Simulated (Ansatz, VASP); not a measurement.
# Two plane-wave programs on Ni

INCAR

```
SYSTEM = Ni
  PREC = Accurate
  ENCUT = 600
  EDIFF = 1E-6
  ISMEAR = -1
  SIGMA = 0.05
  LREAL = .False.
  LASPH = .True.
  NELM = 150
  ALGO = Normal
  ISIF = 3
  LWAVE = .False.
  LCHARG = .False.
  ISPIN = 2
  MAGMOM = 1 1
  LORBIT = 11
  LMAXMIX = 4
  GGA = PE
  IVDW = 12
  IBRION = 2
  NSW = 60
  EDIFFG = -0.01
```

Contents of KPOINTS:

```
Automatic mesh
0
Gamma
  12 12 7
  0 0 0
```

POSCAR

```
Ni
1.0
    2.4480228978      0.0000000000      0.0000000000
   -1.2240114489      2.1200500186      0.0000000000
    0.0000000000      0.0000000000      4.0728075700
Ni
2
Direct
    0.6666666667      0.3333333333      0.7500000000
    0.3333333333      0.6666666667      0.2500000000
```

input.yaml

```yaml
crystal:
  lattice:
    - [2.4480228978, 0.0, 0.0]
    - [-1.2240114489, 2.1200500186, 0.0]
    - [0.0, 0.0, 4.07280757]
  atoms:
    - { symbol: Ni, position: [0.6666666667, 0.3333333333, 0.75], spin: 1.0 }
    - { symbol: Ni, position: [0.3333333333, 0.6666666667, 0.25], spin: 1.0 }
hamiltonian:
  xc: pbe
  pseudopotentials: { kind: paw }
  dispersion: d3bj
magnetization:
  spin_polarized: true
kpoints:
  mp_grid: { grid: [12, 12, 7] }
scf:
  occupations: { method: fermi_dirac, width: 0.05 }
output:
  forces: true
  stress: true
  eigenvalues: true
relax:
  f_tol: 0.01
  max_steps: 40
  cell: { stress_tol: 0.05 }
```

Alike in both runs: task relaxation of cell and atoms; functional PBE; dispersion D3(BJ); k mesh 12 × 12 × 7; occupations fermi-dirac, width 0.05 eV; collinear spin.

|  | VASP | Ansatz |
| --- | --- | --- |
| version | VASP 6.6.1 | Ansatz 0.2.0 |
| potentials or method | VASP PAW PBE potentials, release 64 (Ni) | Ansatz PAW |
| plane-wave cutoff (eV) | 600 | 420 |
| valence electrons in the cell | 20 | 36 |

Ansatz gave:

| Quantity | Value |
| --- | --- |
| gap on the k mesh at the Fermi level, each at its own relaxed structure (eV) | none |
| net moment per atom (μB) | 0.65 |
| size of the moment on the site where the two differ most (μB) | 0.69 |
| relaxed volume (Å³/atom) | 10.56 |
| relaxed cell length with the largest relative difference (Å) | 4.029 |

**Question.** Estimate VASP's values.

**Answer.** gap on the k mesh at the Fermi level, each at its own relaxed structure (eV): none; net moment per atom (μB): 0.64; size of the moment on the site where the two differ most (μB): 0.65; relaxed volume (Å³/atom): 10.54; relaxed cell length with the largest relative difference (Å): 4.027.

Site moments also hang on the region over which each program counts them. A gap of «none» marks a metal or a gap that the smearing closes. VASP's potentials hold 20 valence electrons a cell and Ansatz's 36, so a difference there can come from the potentials and not from the codes.

Noted on Ansatz's run: the plane-wave basis is chosen anew once the cell has moved, so the energies of steps on either side of that aren't comparable.
